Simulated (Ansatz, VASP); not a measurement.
## Two plane-wave programs on GaN

The input INCAR:

```
SYSTEM = GaN
PREC = Accurate ; ENCUT = 1330
EDIFF = 1E-6 ; ISMEAR = 0
SIGMA = 0.01 ; LREAL = .False.
LASPH = .True. ; NELM = 120
ALGO = Normal ; ISIF = 2
LWAVE = .False. ; LCHARG = .False.
GGA = CA ; NBANDS = 16
GGA_COMPAT = .False.
```

Contents of KPOINTS:

```
Automatic mesh
0
Gamma
  10 10 10
  0 0 0
```

File POSCAR:

```
GaN
1.0
    0.0000000000      2.2205084050      2.2205084050
    2.2205084050      0.0000000000      2.2205084050
    2.2205084050      2.2205084050      0.0000000000
Ga N
1 1
Direct
    0.0000000000      0.0000000000      0.0000000000
    0.7500000000      0.7500000000      0.7500000000
```

Input for Ansatz:

```yaml
crystal:
  lattice:
    - [0.0, 2.220508405, 2.220508405]
    - [2.220508405, 0.0, 2.220508405]
    - [2.220508405, 2.220508405, 0.0]
  atoms:
    - { symbol: Ga, position: [0.0, 0.0, 0.0] }
    - { symbol: "N", position: [0.75, 0.75, 0.75] }
basis:
  ecutwfc: "800 eV"
kpoints:
  mp_grid: { grid: [10, 10, 10] }
hamiltonian:
  xc: lda
scf:
  occupations: { method: fixed }
output:
  forces: true
  eigenvalues: true
  stress: true
```

Alike in both runs: task single point; functional LDA; k mesh 10 × 10 × 10; no spin polarisation.

|  | VASP | Ansatz |
| --- | --- | --- |
| version | VASP 6.6.1 | Ansatz 0.2.0 |
| potentials or method | VASP PAW LDA potentials, release 64 (Ga_d, N_h), cutoff 1330 eV | scalar-relativistic, plane waves, PAW |
| occupations | gaussian, width 0.01 eV | fixed |
| valence electrons in the cell | 18 | 18 |

Ansatz gave:

```
gap on the k mesh at the Fermi level (eV) : 2.02
pressure (GPa)                            : 2.0
```

**Question.** Which values does VASP return?

**Answer.** gap on the k mesh at the Fermi level (eV): 2.04; pressure (GPa): 3.0.

LDA's correlation is that of Perdew and Zunger in VASP and of Perdew and Wang (1992) in Ansatz.
